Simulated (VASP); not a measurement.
# WC (NiAs type) (P6_3/mmc) in VASP: notebook, part 2 of 2

VASP 6.6.1. The steps go on from the part before.

### 3 Single point, PBE

Contents of INCAR:

```
ALGO = Normal
EDIFF = 1E-7
ENCUT = 520
GGA = PE
ISIF = 2
ISMEAR = -1
LASPH = True
LCHARG = False
LREAL = False
LWAVE = False
NBANDS = 26
NELM = 60
PREC = Accurate
SIGMA = 0.08
```

Contents of KPOINTS:

```
k-points
0
Gamma
  11 11 6
```

Contents of POSCAR:

```
WC
1.0
    2.7599038113      0.0000000000      0.0000000000
   -1.3799519057      2.3901468126      0.0000000000
    0.0000000000      0.0000000000      5.5400428244
W C
2 2
Direct
    0.0000000000      0.0000000000      0.0000000000
    0.0000000000      0.0000000000      0.5000000000
    0.3333333333      0.6666666667      0.2500000000
    0.6666666667      0.3333333333      0.7500000000
```

Potentials or basis: VASP PAW PBE potentials, release 64 (W_sv, C).

Launch:

```sh
$ cat potpaw_PBE.64/W_sv/POTCAR potpaw_PBE.64/C/POTCAR > POTCAR
$ mpirun -np 1 vasp_std > vasp.out
```

OUTCAR:

```text
EDIFF = 1E-7
   ENCUT = 520
   GGA = PE
   ISIF = 2
   ISMEAR = -1
   LASPH = True
   LREAL = False
   NELM = 60
   PREC = Accurate

 ion  position               nearest neighbor table
   1  0.000  0.000  0.000-   3 2.11   4 2.11   4 2.11   3 2.11   4 2.11   3 2.11   2 2.77   2 2.77

   2  0.000  0.000  0.500-   3 2.11   4 2.11   4 2.11   3 2.11   4 2.11   3 2.11   1 2.77   1 2.77

   3  0.333  0.667  0.250-   1 2.11   2 2.11   1 2.11   2 2.11   1 2.11   2 2.11
   4  0.667  0.333  0.750-   1 2.11   2 2.11   1 2.11   2 2.11   1 2.11   2 2.11

  LATTYP: Found a hexagonal cell.
 ALAT       =     2.7599038113
 C/A-ratio  =     2.0073318504

  Lattice vectors:

 A1 = (   2.7599038113,   0.0000000000,   0.0000000000)
 A2 = (  -1.3799519057,   2.3901468126,   0.0000000000)
 A3 = (   0.0000000000,   0.0000000000,   5.5400428244)

Analysis of symmetry for initial positions (statically):
=====================================================================
 Subroutine PRICEL returns:
 Original cell was already a primitive cell.

 Routine SETGRP: Setting up the symmetry group for a
 hexagonal supercell.

 Subroutine GETGRP returns: Found 24 space group operations
 (whereof 12 operations were pure point group operations)
 out of a pool of 24 trial point group operations.

The static configuration has the point symmetry D_3d.
 The point group associated with its full space group is D_6h.

Analysis of symmetry for dynamics (positions and initial velocities):
=====================================================================
 Subroutine PRICEL returns:
 Original cell was already a primitive cell.

 Routine SETGRP: Setting up the symmetry group for a
 hexagonal supercell.

 Subroutine GETGRP returns: Found 24 space group operations
 (whereof 12 operations were pure point group operations)
 out of a pool of 24 trial point group operations.

The dynamic configuration has the point symmetry D_3d.
 The point group associated with its full space group is D_6h.

 Subroutine INISYM returns: Found 24 space group operations
 (whereof 12 operations are pure point group operations),
 and found     1 'primitive' translations

----------------------------------------------------------------------------------------

                                     Primitive cell

  volume of cell :      36.5453

  direct lattice vectors                    reciprocal lattice vectors
     2.759903811  0.000000000  0.000000000     0.362331468  0.209192171  0.000000000
    -1.379951906  2.390146813  0.000000000     0.000000000  0.418384341  0.000000000
     0.000000000  0.000000000  5.540042824     0.000000000  0.000000000  0.180504020

  length of vectors
     2.759903811  2.759903811  5.540042824     0.418384341  0.418384341  0.180504020

  position of ions in fractional coordinates (direct lattice)
     0.000000000  0.000000000  0.000000000
     0.000000000  0.000000000  0.500000000
     0.333333333  0.666666667  0.250000000
     0.666666667  0.333333333  0.750000000

  ion indices of the primitive-cell ions
   primitive index   ion index
[... 23 lines left out ...]
  Shift w.r.t. Gamma in fractional coordinates (k-lattice)
     0.000000000  0.000000000  0.000000000

 Subroutine IBZKPT returns following result:
 ===========================================

 Found     64 irreducible k-points:

 Following reciprocal coordinates:
            Coordinates               Weight
  0.000000  0.000000  0.000000      1.000000
  0.090909  0.000000  0.000000      6.000000
  0.181818  0.000000  0.000000      6.000000
  0.272727  0.000000  0.000000      6.000000
  0.363636  0.000000  0.000000      6.000000
  0.454545  0.000000  0.000000      6.000000
[... 16 lines left out ...]
  0.090909  0.090909  0.166667     12.000000
  0.181818  0.090909  0.166667     24.000000
 [... further k-points ...]
   k-points           NKPTS =     64   k-points in BZ     NKDIM =     64   number of bands    NBANDS=     26
   number of dos      NEDOS =    301   number of ions     NIONS =      4
   total plane-waves  NPLWV =  24192
   dimension x,y,z NGX =    24 NGY =   24 NGZ =   42
   dimension x,y,z NGXF=    48 NGYF=   48 NGZF=   84
   ions per type =               2   2
   NGX,Y,Z   is equivalent  to a cutoff of  14.46, 14.46, 12.60 a.u.
   NGXF,Y,Z  is equivalent  to a cutoff of  28.91, 28.91, 25.21 a.u.
 SYSTEM =  unknown system
   PREC   = accura    normal or accurate (medium, high low for compatibility)
   ISTART =      0    job   : 0-new  1-cont  2-samecut
   ICHARG =      2    charge: 1-file 2-atom 10-const
   ISPIN  =      1    spin polarized calculation?
   LNONCOLLINEAR =      F non collinear calculations
   LSORBIT =      F    spin-orbit coupling
   LASPH  =      T    aspherical Exc in radial PAW
   ENCUT  =  520.0 eV  38.22 Ry    6.18 a.u.   5.13  5.13 10.30*2*pi/ulx,y,z
   NELM   =     60;   NELMIN=  2; NELMDL= -5     # of ELM steps
   EDIFF  = 0.1E-06   stopping-criterion for ELM
   LREAL  =      F    real-space projection
   EDIFFG = 0.1E-05   stopping-criterion for IOM
   NSW    =      0    number of steps for IOM
   IBRION =     -1    ionic relax: 0-MD 1-quasi-New 2-CG
   NFREE  =      0    steps in history (QN), initial steepest desc. (CG)
   ISIF   =      2    stress and relaxation
   ISYM   =      2    0-nonsym 1-usesym 2-fastsym
   POTIM  = 0.5000    time-step for ionic-motion
   TEBEG  =    0.0;   TEEND  =   0.0 temperature during run
   PSTRESS=    0.0 pullay stress
   NELECT =      36.0000    total number of electrons
   NUPDOWN=      -1.0000    fix difference up-down
   EMIN   =  10.00;   EMAX   =-10.00  energy-range for DOS
   EFERMI =   0.00;   METHOD = LEGACY
   ISMEAR =    -1;   SIGMA  =   0.08  broadening in eV -4-tet -1-fermi 0-gaus
   EFERMI_NEDOS =   21; number of points for ismear=-14 and -15
   IALGO  =     38    algorithm
   IMIX   =      4    mixing-type and parameters
     AMIX     =   0.40;   BMIX     =  1.00
     AMIX_MAG =   1.60;   BMIX_MAG =  1.00
  volume/ion in A,a.u.               =       9.14        61.65
  Fermi-wavevector in a.u.,A,eV,Ry     =   1.628915  3.078203 36.101214  2.653364
  Thomas-Fermi vector in A             =   2.721467
   LORBIT       =      0    0 simple, 1 ext, 2 COOP (PROOUT), +10 PAW based schemes
   GGA     = PE    functional components
   LHFCALC =     F    Hartree Fock is set to
   AEXX    =    0.0000 exact exchange contribution
   IVDW    =     0    specifies the selected vdW correction
   LEPSILON=     F    determine dielectric tensor
   LRPA    =     F    only Hartree local field effects (RPA)
 non-spin polarized calculation
  energy-cutoff  :      520.00
  volume of cell :       36.55
 maximum number of plane-waves:      1017
 NGX is ok and might be reduce to    24
   NGX = 11   NGY = 11   NGZ = 21

 number of electron      35.9999993 magnetization

 Free energy of the ion-electron system (eV)
  ---------------------------------------------------
  ext. energy  EPLUGINS =         0.00000000
  ---------------------------------------------------
  free energy    TOTEN  =       -42.82220347 eV

  energy without entropy =      -42.80180031  energy(sigma->0) =      -42.81200189

 E-fermi :  13.1543     XC(G=0): -14.5292

 val. band max:       13.1488922409   @ k =   0.0909   0.0000   0.3333
 cond. band min:      13.1547657913   @ k =   0.0000   0.0000   0.0000
 fundamental gap:      0.0058735504
 Fermi energy:        13.1543257900

 k-point     1 :       0.0000    0.0000    0.0000
  band No.  band energies     occupation
      1     -60.7001      2.00000
      2     -60.6416      2.00000
      3     -25.7144      2.00000
      4     -24.7127      2.00000
      5     -24.4918      2.00000
      6     -24.4918      2.00000
[... 685 lines left out ...]
     25      21.4670      0.00000
     26      21.9929      0.00000

 [... further k-points ...]

------------------------ aborting loop because EDIFF is reached ----------------------------------------

  FORCE on cell =-STRESS in cart. coord.  units (eV):
  Direction    XX          YY          ZZ          XY          YZ          ZX
  --------------------------------------------------------------------------------------
  -------------------------------------------------------------------------------------
  Total       17.7825318     17.7825318     17.8152515     -0.0000000     -0.0000000      0.0000000
  in kB      779.6012549    779.6012550    781.0357143     -0.0000000     -0.0000000      0.0000000
  external PRESSURE =     780.0794081 kB  Pullay stress =       0.0000000 kB

 VOLUME and BASIS-vectors are now :
 -----------------------------------------------------------------------------
  energy-cutoff  :      520.00
  volume of cell :       36.55
      direct lattice vectors                 reciprocal lattice vectors
     2.759903811  0.000000000  0.000000000     0.362331468  0.209192171  0.000000000
    -1.379951906  2.390146813  0.000000000     0.000000000  0.418384341  0.000000000
     0.000000000  0.000000000  5.540042824     0.000000000  0.000000000  0.180504020

 POSITION                                       TOTAL-FORCE (eV/Angst)
 -----------------------------------------------------------------------------------
      0.00000      0.00000      0.00000        -0.000000      0.000000      0.000000
      0.00000      0.00000      2.77002        -0.000000      0.000000      0.000000
     -0.00000      1.59343      1.38501         0.000000     -0.000000     -0.000000
      1.37995      0.79672      4.15503        -0.000000      0.000000      0.000000
 -----------------------------------------------------------------------------------
    total drift:                               -0.000000      0.000000      0.000000

  FREE ENERGIE OF THE ION-ELECTRON SYSTEM (eV)
  ---------------------------------------------------
  free  energy   TOTEN  =       -42.8222034654 eV

  energy  without entropy=      -42.8018003108  energy(sigma->0) =      -42.81200189
```

It took 69 s on 1 thread of Intel Xeon 8259CL, shared host; peak memory 0.2 GiB.

Results:

```yaml
Free_energy: -42.8222 eV
Pressure: 78.0 GPa
Band_gap_on_the_k_mesh: zero (bands 18 and 19 overlap by 0.72 eV)
```

Levels at points of the mesh, in eV from the Fermi level:
```csv
k point,band 15,band 16,band 17,band 18,band 19,band 20,band 21,band 22
"(0.00, 0.00, 0.00)",-1.05,-1.00,-1.00,0.00,0.00,1.11,1.11,3.75
"(0.00, 0.00, 0.50)",-3.27,-3.27,0.35,0.35,0.96,0.96,0.96,0.96
```

Caveat: the cell stands under pressure; spin-orbit coupling is left out, which moves the levels of the heavy elements.
